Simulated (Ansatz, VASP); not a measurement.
**One calculation of SiC, two programs**

```
Si C
1.0
     0.00000    2.17805    2.17805
     2.25102    0.00000    2.17805
     2.25102    2.17805    0.00000
Si C
1 1
Cartesian
  0.0000 0.0000 0.0000
  1.1255 1.0890 1.0890
```

Change from the starting cell: uniaxial_x strain +3.4%.

Alike in both runs: task single point; functional HSE06; k mesh 8 × 8 × 8; no spin polarisation.

```csv
,VASP,Ansatz
version,VASP 6.6.1,Ansatz 0.2.0
potentials or method,"VASP PAW PBE potentials, release 64 (Si, C)","plane waves, PAW"
plane-wave cutoff (eV),520,420
occupations,"gaussian, width 0.01 eV",fixed
valence electrons in the cell,8,8
```

|  | VASP | Ansatz | Ansatz less VASP |
| --- | --- | --- | --- |
| gap on the k mesh at the Fermi level (eV) | 2.07 | 2.07 | -0.004 |
| pressure (GPa) | -8.6 | -8.3 | +0.34 |
| traceless stress, the component that is largest in VASP (GPa) | -6.45 | -6.41 | +0.037 |

Ansatz's warnings: stress exchange threshold loose, stress scf threshold loose.
